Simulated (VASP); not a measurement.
# AlN (Cm) in VASP: notebook

AlN is run at these levels: PBE; tasks: single point.

Everything below comes from runs of VASP 6.6.1. Logs are shortened: lines on timing, memory, paths and dates and some standing lists are left out, and cuts for length are marked.

## Step 1: The cell of the first run

Symmetry: Cm, No. 8, monoclinic system. The conventional cell has a = 5.388 Å, b = 3.111 Å, c = 4.978 Å, α = 90.00°, β = 90.00°, γ = 90.00°. Al (site symmetry m) has 4 N at 1.87 to 1.89 Å within 2.5 Å. Al (site symmetry m) has 4 N at 1.82 to 2.09 Å within 2.4 Å. Within 2.4 Å of N (site symmetry m) lie 4 Al at 1.82 to 2.09 Å. Within 2.5 Å of N (site symmetry m) lie 4 Al at 1.89 to 1.92 Å.

## Step 2: Single point, PBE (atom 3 (N) moved -0.200 Å towards its neighbour atom 2 (Al) at 1.885 Å)

File INCAR:

```
SYSTEM = AlN
  PREC = Accurate
  ENCUT = 520
  EDIFF = 1E-6
  ISMEAR = 0
  SIGMA = 0.05
  LREAL = .False.
  LASPH = .True.
  NELM = 80
  ALGO = Normal
  ISIF = 2
  LWAVE = .False.
  LCHARG = .False.
  GGA = PE
  NBANDS = 16
```

File KPOINTS:

```
regular mesh
0
Gamma
  12 12 6
  0 0 0
```

File POSCAR:

```
AlN
1.0
    3.1110021516      0.0000000000      0.0000000000
   -1.5555010758      2.6942068945      0.0000000000
    0.0000000000      0.0000000000      4.9780000000
Al N
2 2
Direct
    0.3333333333      0.6666666667      0.0000000000
    0.6666666667      0.3333333333      0.5000000000
    0.4040611426      0.7020305713      0.3727994529
    0.6666666667      0.3333333333      0.8850000000
```

Potentials or basis: VASP PAW PBE potentials, release 64 (Al, N).

On the command line:

```
cat potpaw_PBE.64/Al/POTCAR potpaw_PBE.64/N/POTCAR > POTCAR
mpirun -np 1 vasp_std > vasp.out
```

OUTCAR:

```text
SYSTEM = AlN
   PREC = Accurate
   ENCUT = 520
   EDIFF = 1E-6
   ISMEAR = 0
   LREAL = .False.
   LASPH = .True.
   NELM = 80
   ISIF = 2
   GGA = PE

 ion  position               nearest neighbor table
   1  0.333  0.667  0.000-   3 1.87   4 1.89   4 1.89   4 1.89   2 3.07   2 3.07   2 3.07   2 3.07
                             2 3.07   2 3.07
   2  0.667  0.333  0.500-   3 1.82   3 1.82   4 1.92   3 2.09   1 3.07   1 3.07   1 3.07   1 3.07
                             1 3.07   1 3.07
   3  0.404  0.702  0.373-   2 1.82   2 1.82   1 1.87   2 2.09
   4  0.667  0.333  0.885-   1 1.89   1 1.89   1 1.89   2 1.92

  LATTYP: Found a hexagonal cell.
 ALAT       =     3.1110021516
 C/A-ratio  =     1.6001274694

  Lattice vectors:

 A1 = (   3.1110021516,   0.0000000000,   0.0000000000)
 A2 = (  -1.5555010758,   2.6942068945,   0.0000000000)
 A3 = (   0.0000000000,   0.0000000000,   4.9780000000)

Analysis of symmetry for initial positions (statically):
=====================================================================
 Subroutine PRICEL returns:
 Original cell was already a primitive cell.

 Routine SETGRP: Setting up the symmetry group for a
 hexagonal supercell.

 Subroutine GETGRP returns: Found  2 space group operations
 (whereof  2 operations were pure point group operations)
 out of a pool of 24 trial point group operations.

The static configuration has the point symmetry C_1h.

Analysis of symmetry for dynamics (positions and initial velocities):
=====================================================================
 Subroutine PRICEL returns:
 Original cell was already a primitive cell.

 Routine SETGRP: Setting up the symmetry group for a
 hexagonal supercell.

 Subroutine GETGRP returns: Found  2 space group operations
 (whereof  2 operations were pure point group operations)
 out of a pool of 24 trial point group operations.

The dynamic configuration has the point symmetry C_1h.

 Subroutine INISYM returns: Found  2 space group operations
 (whereof  2 operations are pure point group operations),
 and found     1 'primitive' translations

----------------------------------------------------------------------------------------

                                     Primitive cell

  volume of cell :      41.7240

  direct lattice vectors                    reciprocal lattice vectors
     3.111002152  0.000000000  0.000000000     0.321439829  0.185583372  0.000000000
    -1.555501076  2.694206895  0.000000000     0.000000000  0.371166744  0.000000000
     0.000000000  0.000000000  4.978000000     0.000000000  0.000000000  0.200883889

  length of vectors
     3.111002152  3.111002152  4.978000000     0.371166744  0.371166744  0.200883889

  position of ions in fractional coordinates (direct lattice)
     0.333333333  0.666666667  0.000000000
     0.666666667  0.333333333  0.500000000
     0.404061143  0.702030571  0.372799453
     0.666666667  0.333333333  0.885000000

  ion indices of the primitive-cell ions
   primitive index   ion index
                 1           1
                 2           2
                 3           3
                 4           4

----------------------------------------------------------------------------------------

 KPOINTS: regular mesh

Automatic generation of k-mesh.
 Grid dimensions read from file:
 generate k-points for:   12   12    6

 Generating k-lattice:

  Cartesian coordinates                     Fractional coordinates (reciprocal lattice)
     0.026786652  0.015465281  0.000000000     0.083333333  0.000000000  0.000000000
     0.000000000  0.030930562  0.000000000     0.000000000  0.083333333  0.000000000
     0.000000000  0.000000000  0.033480648     0.000000000  0.000000000  0.166666667

  Length of vectors
     0.030930562  0.030930562  0.033480648

  Shift w.r.t. Gamma in fractional coordinates (k-lattice)
     0.000000000  0.000000000  0.000000000

 Subroutine IBZKPT returns following result:
 ===========================================

 Found    242 irreducible k-points:

 Following reciprocal coordinates:
            Coordinates               Weight
  0.000000  0.000000  0.000000      1.000000
  0.083333  0.000000  0.000000      2.000000
  0.000000  0.083333  0.000000      4.000000
  0.166667 -0.000000  0.000000      2.000000
  0.000000  0.166667  0.000000      4.000000
  0.250000 -0.000000  0.000000      2.000000
[... 16 lines left out ...]
 -0.083333  0.416667  0.000000      4.000000
 -0.416667  0.333333  0.000000      4.000000
 [... further k-points ...]
   k-points           NKPTS =    242   k-points in BZ     NKDIM =    242   number of bands    NBANDS=     16
   number of dos      NEDOS =    301   number of ions     NIONS =      4
   total plane-waves  NPLWV =  23040
   dimension x,y,z NGX =    24 NGY =   24 NGZ =   40
   dimension x,y,z NGXF=    48 NGYF=   48 NGZF=   80
   ions per type =               2   2
   NGX,Y,Z   is equivalent  to a cutoff of  12.83, 12.83, 13.36 a.u.
   NGXF,Y,Z  is equivalent  to a cutoff of  25.65, 25.65, 26.72 a.u.
 SYSTEM =  AlN
   PREC   = accura    normal or accurate (medium, high low for compatibility)
   ISTART =      0    job   : 0-new  1-cont  2-samecut
   ICHARG =      2    charge: 1-file 2-atom 10-const
   ISPIN  =      1    spin polarized calculation?
   LNONCOLLINEAR =      F non collinear calculations
   LSORBIT =      F    spin-orbit coupling
   LASPH  =      T    aspherical Exc in radial PAW
   ENCUT  =  520.0 eV  38.22 Ry    6.18 a.u.   5.78  5.78  9.26*2*pi/ulx,y,z
   NELM   =     80;   NELMIN=  2; NELMDL= -5     # of ELM steps
   EDIFF  = 0.1E-05   stopping-criterion for ELM
   LREAL  =      F    real-space projection
   EDIFFG = 0.1E-04   stopping-criterion for IOM
   NSW    =      0    number of steps for IOM
   IBRION =     -1    ionic relax: 0-MD 1-quasi-New 2-CG
   NFREE  =      0    steps in history (QN), initial steepest desc. (CG)
   ISIF   =      2    stress and relaxation
   ISYM   =      2    0-nonsym 1-usesym 2-fastsym
   POTIM  = 0.5000    time-step for ionic-motion
   TEBEG  =    0.0;   TEEND  =   0.0 temperature during run
   PSTRESS=    0.0 pullay stress
   NELECT =      16.0000    total number of electrons
   NUPDOWN=      -1.0000    fix difference up-down
   EMIN   =  10.00;   EMAX   =-10.00  energy-range for DOS
   EFERMI =   0.00;   METHOD = LEGACY
   ISMEAR =     0;   SIGMA  =   0.05  broadening in eV -4-tet -1-fermi 0-gaus
   EFERMI_NEDOS =   21; number of points for ismear=-14 and -15
   IALGO  =     38    algorithm
   IMIX   =      4    mixing-type and parameters
     AMIX     =   0.40;   BMIX     =  1.00
     AMIX_MAG =   1.60;   BMIX_MAG =  1.00
  volume/ion in A,a.u.               =      10.43        70.39
  Fermi-wavevector in a.u.,A,eV,Ry     =   1.189377  2.247596 19.247033  1.414617
  Thomas-Fermi vector in A             =   2.325485
   LORBIT       =      0    0 simple, 1 ext, 2 COOP (PROOUT), +10 PAW based schemes
   GGA     = PE    functional components
   LHFCALC =     F    Hartree Fock is set to
   AEXX    =    0.0000 exact exchange contribution
   IVDW    =     0    specifies the selected vdW correction
   LEPSILON=     F    determine dielectric tensor
   LRPA    =     F    only Hartree local field effects (RPA)
 non-spin polarized calculation
 Gauss-broadening in eV      SIGMA  =   0.05
  energy-cutoff  :      520.00
  volume of cell :       41.72
 maximum number of plane-waves:      1152
   NGX = 11   NGY = 11   NGZ = 19

 number of electron      16.0000000 magnetization

 Free energy of the ion-electron system (eV)
  ---------------------------------------------------
  ext. energy  EPLUGINS =         0.00000000
  ---------------------------------------------------
  free energy    TOTEN  =       -29.53031997 eV

  energy without entropy =      -29.53031997  energy(sigma->0) =      -29.53031997

 E-fermi :   6.5354     XC(G=0): -10.9152

 val. band max:        6.3115682933   @ k =   0.0000   0.0000   0.0000
 cond. band min:      10.2993369993   @ k =   0.0000   0.0000   0.0000
 fundamental gap:      3.9877687059
 Fermi energy:         6.5354093126

 k-point     1 :       0.0000    0.0000    0.0000
  band No.  band energies     occupation
      1      -9.0379      2.00000
      2      -6.8774      2.00000
      3       0.1479      2.00000
      4       5.0295      2.00000
      5       5.4805      2.00000
      6       5.9100      2.00000
[... 8 lines left out ...]
     15      19.3815      0.00000
     16      19.8365      0.00000

 k-point     2 :       0.0833    0.0000    0.0000
  band No.  band energies     occupation
      1      -8.9509      2.00000
      2      -6.8257      2.00000
      3       0.2509      2.00000
      4       4.9339      2.00000
      5       5.0007      2.00000
      6       5.6751      2.00000
[... 8 lines left out ...]
     15      19.3517      0.00000
     16      19.6210      0.00000

 k-point     3 :       0.0000    0.0833    0.0000
  band No.  band energies     occupation
      1      -8.9488      2.00000
      2      -6.8282      2.00000
      3       0.2541      2.00000
      4       4.6974      2.00000
      5       5.2884      2.00000
      6       5.5439      2.00000
[... 8 lines left out ...]
     15      19.2786      0.00000
     16      19.5739      0.00000

 k-point     4 :       0.1667   -0.0000    0.0000
  band No.  band energies     occupation
      1      -8.6981      2.00000
      2      -6.6829      2.00000
      3       0.5531      2.00000
      4       3.8906      2.00000
      5       4.6953      2.00000
      6       4.8940      2.00000
[... 8 lines left out ...]
     15      18.9111      0.00000
     16      19.1630      0.00000
[... 324 lines left out ...]
 k-point    22 :       0.3333    0.0833    0.0000
  band No.  band energies     occupation
      1      -7.5572      2.00000
      2      -6.2401      2.00000
      3       1.1577      2.00000
      4       2.0253      2.00000
      5       2.7824      2.00000
      6       3.8816      2.00000
[... 8 lines left out ...]
     15      19.3324      0.00000
     16      20.8991      0.00000

 k-point    23 :      -0.0833    0.4167    0.0000
  band No.  band energies     occupation
      1      -7.4626      2.00000
      2      -6.3612      2.00000
      3       1.3960      2.00000
      4       2.1482      2.00000
      5       2.3525      2.00000
      6       4.0848      2.00000
[... 8 lines left out ...]
     15      18.4900      0.00000
     16      21.0217      0.00000

 k-point    24 :      -0.4167    0.3333    0.0000
  band No.  band energies     occupation
      1      -7.4829      2.00000
      2      -6.3363      2.00000
      3       1.3979      2.00000
      4       2.1076      2.00000
      5       2.3577      2.00000
      6       4.0848      2.00000
[... 8 lines left out ...]
     15      18.7112      0.00000
     16      21.4915      0.00000

 [... further k-points ...]

------------------------ aborting loop because EDIFF is reached ----------------------------------------

  FORCE on cell =-STRESS in cart. coord.  units (eV):
  Direction    XX          YY          ZZ          XY          YZ          ZX
  --------------------------------------------------------------------------------------
  -------------------------------------------------------------------------------------
  Total        0.6294370      2.2838422      1.6302765     -1.4327569      0.3171207      0.5492691
  in kB       24.1700024     87.6981679     62.6016376    -55.0170052     12.1772428     21.0916035
  external PRESSURE =      58.1566026 kB  Pullay stress =       0.0000000 kB

 VOLUME and BASIS-vectors are now :
 -----------------------------------------------------------------------------
  energy-cutoff  :      520.00
  volume of cell :       41.72
      direct lattice vectors                 reciprocal lattice vectors
     3.111002152  0.000000000  0.000000000     0.321439829  0.185583372  0.000000000
    -1.555501076  2.694206895  0.000000000     0.000000000  0.371166744  0.000000000
     0.000000000  0.000000000  4.978000000     0.000000000  0.000000000  0.200883889

 POSITION                                       TOTAL-FORCE (eV/Angst)
 -----------------------------------------------------------------------------------
     -0.00000      1.79614      0.00000         0.204095      0.117834     -0.167818
      1.55550      0.89807      2.48900         1.430587      0.825950      0.231615
      0.16503      1.89142      1.85580        -1.729350     -0.998441      0.561400
      1.55550      0.89807      4.40553         0.094668      0.054656     -0.625196
 -----------------------------------------------------------------------------------
    total drift:                               -0.000274     -0.000159      0.000697

  FREE ENERGIE OF THE ION-ELECTRON SYSTEM (eV)
  ---------------------------------------------------
  free  energy   TOTEN  =       -29.5303199711 eV

  energy  without entropy=      -29.5303199711  energy(sigma->0) =      -29.53031997
```

Wall time 84 s (1 thread of Intel Xeon Platinum 8488C (Sapphire Rapids), shared host); peak memory 0.25 GiB.

What came out:

```yaml
Free_energy: -29.5303 eV
Pressure: 5.8 GPa
Largest_force: 2.074 eV/Å
Band_gap_on_the_k_mesh: 3.99 eV
```

Forces on the atoms (eV/Å):
```
Al   0.204  0.118 -0.168
Al   1.431  0.826  0.232
N   -1.729 -0.998  0.561
N    0.095  0.055 -0.625
```

Levels at points of the mesh, in eV from the valence-band top:
```tsv
k point	band 6	band 7	band 8	band 9	band 10	band 11
(0.00, 0.00, 0.00)	-0.40	-0.36	0.00	3.99	6.47	10.24
(0.50, 0.00, 0.00)	-2.39	-1.47	-0.97	4.90	5.86	7.82
(0.00, 0.50, 0.00)	-2.22	-2.08	-0.75	5.58	5.96	7.98
(0.00, 0.00, 0.50)	-0.75	-0.71	-0.25	6.15	6.27	9.81
(0.50, 0.00, 0.50)	-1.85	-1.62	-1.61	5.35	5.53	8.74
(0.00, 0.50, 0.50)	-1.54	-1.41	-1.20	4.91	5.04	8.96
```

Caveat: the cell differs from its parent crystal (atom 3 (N) moved -0.200 Å towards its neighbour atom 2 (Al) at 1.885 Å); the cell stands under pressure; forces of over 1 eV/Å act on the atoms, so gaps and moduli don't describe the material at rest.

## Step 3: Single point, PBE (atom 3 (N) moved +0.160 Å towards its neighbour atom 2 (Al) at 1.885 Å)

File INCAR:

```
SYSTEM = AlN
PREC = Accurate
ENCUT = 520
EDIFF = 1E-6
ISMEAR = 0
SIGMA = 0.05
LREAL = .False.
LASPH = .True.
NELM = 80
ALGO = Normal
ISIF = 2
LWAVE = .False.
LCHARG = .True.
GGA = PE
LELF = .True.
LVHAR = .True.
NBANDS = 16
```

KPOINTS is that of step 2.

Edit POSCAR of step 2 so:

```diff
@@ -10,3 +10,3 @@
     0.6666666667      0.3333333333      0.5000000000
-    0.4040611426      0.7020305713      0.3727994529
+    0.2767510859      0.6383755430      0.3947604377
     0.6666666667      0.3333333333      0.8850000000
```

Potentials or basis: VASP PAW PBE potentials, release 64 (Al, N).

On the command line:

```
cat potpaw_PBE.64/Al/POTCAR potpaw_PBE.64/N/POTCAR > POTCAR
mpirun -np 1 vasp_std > vasp.out
```

It took 90 s on 1 thread of Intel Xeon Platinum 8488C (Sapphire Rapids), shared host; peak memory 0.25 GiB.

The run converged. Its results:

```
Free energy            : -29.4883 eV
Pressure               : 6.0 GPa
Largest force          : 3.877 eV/Å
Band gap on the k mesh : 4.02 eV
```

Forces in eV/Å, atoms in the order of the input:
```
Al  -0.219 -0.126  0.423
Al  -2.766 -1.597  0.889
N    3.107  1.794 -1.469
N   -0.122 -0.070  0.157
```

Stress tensor (GPa, compression positive):
```
12.60  7.52 -4.06
 7.52  3.91 -2.34
-4.06 -2.34  1.49
```

Levels at points of the mesh, in eV from the valence-band top:
```csv
k point,band 4,band 5,band 6,band 7,band 8,band 9,band 10,band 11,band 12,band 13
"(0.00, 0.00, 0.00)",-1.34,-0.90,-0.47,-0.36,0.00,4.02,6.51,10.37,10.82,11.18
"(0.50, 0.00, 0.00)",-4.66,-3.20,-2.23,-2.19,-0.77,5.51,6.26,8.23,9.77,10.81
"(0.00, 0.50, 0.00)",-4.21,-3.56,-2.34,-1.65,-0.97,5.41,5.79,7.80,10.11,10.69
"(0.00, 0.00, 0.50)",-3.39,-1.08,-0.75,-0.72,-0.51,6.25,6.36,9.85,10.43,11.04
"(0.50, 0.00, 0.50)",-5.80,-1.67,-1.44,-1.41,-1.23,4.93,5.01,8.85,9.19,11.48
"(0.00, 0.50, 0.50)",-5.68,-1.88,-1.66,-1.58,-1.40,5.22,5.34,8.84,9.01,11.42
```

Caveat: the cell differs from its parent crystal (atom 3 (N) moved +0.160 Å towards its neighbour atom 2 (Al) at 1.885 Å); the cell stands under pressure; forces of over 1 eV/Å act on the atoms, so gaps and moduli don't describe the material at rest. A k mesh can miss the band edges.

## Step 4: Single point, PBE (atom 3 (N) moved +0.200 Å towards its neighbour atom 2 (Al) at 1.885 Å)

File INCAR:

```
  PREC = Accurate
  ENCUT = 520
  EDIFF = 1E-7
  ISMEAR = 0
  SIGMA = 0.05
  LREAL = False
  LASPH = True
  NELM = 80
  ALGO = Normal
  ISIF = 2
  LWAVE = False
  LCHARG = False
  GGA = PE
  NBANDS = 16
```

File KPOINTS:

```
Automatic mesh
0
Gamma
  12 12 6
```

Edit POSCAR of step 3 so:

```diff
@@ -10,3 +10,3 @@
     0.6666666667      0.3333333333      0.5000000000
-    0.2767510859      0.6383755430      0.3947604377
+    0.2626055240      0.6313027620      0.3972005471
     0.6666666667      0.3333333333      0.8850000000
```

On the command line:

```
cat potpaw_PBE.64/Al/POTCAR potpaw_PBE.64/N/POTCAR > POTCAR
mpirun -np 1 vasp_std > vasp.out
```

It took 79 s on 1 thread of Intel Xeon Platinum 8488C (Sapphire Rapids), shared host; peak memory 0.25 GiB.

The run converged. Its results:

```yaml
Free_energy: -29.3062 eV
Pressure: 7.5 GPa
Largest_force: 5.293 eV/Å
Band_gap_on_the_k_mesh: 3.97 eV
```

Forces on the atoms (eV/Å):
```
Al  -0.278 -0.160  0.471
Al  -3.827 -2.209  1.231
N    4.264  2.462 -1.942
N   -0.160 -0.092  0.239
```

Stress tensor (GPa, compression positive):
```
16.26 10.19 -5.64
10.19  4.49 -3.25
-5.64 -3.25  1.62
```

Levels at points of the mesh, in eV from the valence-band top:
```
           k point  band 5  band 6  band 7  band 8  band 9  band 10  band 11  band 12
(0.00, 0.00, 0.00)   -0.90   -0.51   -0.38    0.00    3.97     6.48    10.26    10.77
(0.50, 0.00, 0.00)   -3.16   -2.33   -2.20   -0.77    5.44     6.37     8.26     9.59
(0.00, 0.50, 0.00)   -3.61   -2.37   -1.61   -1.02    5.31     5.80     7.68    10.06
(0.00, 0.00, 0.50)   -1.18   -0.78   -0.75   -0.49    6.19     6.32     9.73    10.46
(0.50, 0.00, 0.50)   -1.70   -1.42   -1.42   -1.20    4.85     4.94     8.72     9.18
(0.00, 0.50, 0.50)   -1.96   -1.70   -1.62   -1.39    5.20     5.36     8.73     8.95
```

Caveat: the cell differs from its parent crystal (atom 3 (N) moved +0.200 Å towards its neighbour atom 2 (Al) at 1.885 Å); the cell stands under pressure; forces of over 1 eV/Å act on the atoms, so gaps and moduli don't describe the material at rest.

(Part 1 of 2 ends here.)
